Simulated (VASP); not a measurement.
**K: single point with PBEsol**

K:

```
K
1.0
     4.65781    0.00000    0.00000
    -2.32890    4.03378    0.00000
     0.00000    0.00000   15.14777
K
4
Direct
  0.00000 0.00000 0.00000
  0.33333 0.66667 0.75000
  0.00000 0.00000 0.50000
  0.66667 0.33333 0.25000
```

This isn't the form of K at room conditions, which is bcc.

```
Program             : VASP 6.6.1
Task                : single point
Functional          : PBEsol
Potentials or basis : VASP PAW PBE potentials, release 64 (K_sv)
Cutoff              : 520 eV
k mesh              : 12 × 12 × 4
Occupations         : gaussian, width 0.1 eV
Spin                : no spin polarisation
```

```json
{"Pressure": "0.0 GPa", "Band gap on the k mesh": "zero (bands 18 and 19 overlap by 2.36 eV)"}
```

Levels at points of the mesh, in eV from the Fermi level:
```csv
k point,band 16,band 17,band 18,band 19,band 20,band 21
"(0.00, 0.00, 0.00)",-15.48,-2.21,-1.47,-1.47,0.33,0.58
"(0.50, 0.00, 0.00)",-15.49,0.15,0.21,0.63,0.63,0.83
"(0.00, 0.00, 0.50)",-15.48,-2.02,-2.02,-0.62,-0.62,1.63
"(0.50, 0.00, 0.50)",-15.49,0.27,0.27,0.38,0.38,1.23
```

It took 5.2 min on 1 thread of Intel(R) Xeon(R) 6975P-C (Granite Rapids) (shared host), peak memory 0.57 GiB.

Caveat: the PAW data sets were made with another functional, which shifts forces and pressure a little.
